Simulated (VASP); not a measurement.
Here is a VASP 6.6.1 calculation.

File INCAR:

```
PREC = Accurate
ENCUT = 520
EDIFF = 1E-6
ISMEAR = 0
SIGMA = 0.05
LREAL = False
LASPH = True
NELM = 100
ALGO = Normal
ISIF = 2
LWAVE = False
LCHARG = False
GGA = PE
NBANDS = 36
```

KPOINTS

```
Automatic mesh
0
Gamma
  8 8 3
```

File POSCAR:

```
ZnS
1.0
    2.7046500000     -2.7046500000      0.0000000000
    2.7046500000      0.0000000000     -2.7046500000
    7.6633553100      4.2822723450      4.2822723450
Zn S
3 3
Direct
    0.6145652767      0.6145652767      0.1250333333
   -0.3299013900     -0.3299013900      0.7917000000
    0.1423319433      0.1423319433      0.4583666667
    0.3020402767      0.3020402767      0.8750333333
    0.7742736100      0.7742736100      0.5417000000
    0.2465069433      0.2465069433      0.2083666667
```

Potentials or basis: VASP PAW PBE potentials, release 64 (Zn, S).

Command:

```sh
$ cat potpaw_PBE.64/Zn/POTCAR potpaw_PBE.64/S/POTCAR > POTCAR
$ mpirun -np 1 vasp_std > vasp.out
```

Problem. Estimate the largest force.

Solution. 0.265 eV/Å.

Problem. Estimate the band gap on the k mesh.

Solution. 1.07 eV.

Problem. What does it give for the pressure?

Solution. 1.1 GPa.

Stress tensor (GPa, compression positive):
```
3.26 1.51 1.51
1.51 0.04 0.95
1.51 0.95 0.04
```
